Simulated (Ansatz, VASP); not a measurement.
## Al2Cu in VASP and in Ansatz

```
Al Cu
1.0
    -2.98769    2.98769    2.37240
     2.98769   -2.98769    2.37240
     2.98769    2.98769   -2.37240
Al Cu
4 2
Direct
  0.65869 0.15869 0.81739
  0.15869 0.34131 0.50000
  0.34131 0.84131 0.18261
  0.84131 0.65869 0.50000
  0.25000 0.25000 0.00000
  0.75000 0.75000 0.00000
```

Alike in both runs: functional r2SCAN; k mesh 9 × 9 × 9; occupations fermi-dirac, width 0.1 eV; no spin polarisation.

Ansatz relaxed the structure, and its values are those at the end. VASP's run is a single point on that final structure, the one shown.

|  | VASP | Ansatz |
| --- | --- | --- |
| version | VASP 6.6.1 | Ansatz 0.2.0 |
| potentials or method | VASP PAW PBE potentials, release 64 (Al, Cu), cutoff 520 eV | PAW plane waves |
| valence electrons in the cell | 34 | 50 |

Ansatz gave:

* pressure (GPa): 2.4

Task: Which values does VASP return?

Result: Pressure (GPa): 2.2.

VASP's potentials were made for PBE, not for r2SCAN. VASP's potentials hold 34 valence electrons a cell and Ansatz's 50, so a difference there can come from the potentials and not from the codes. Ansatz's warnings: stress scf threshold loose.
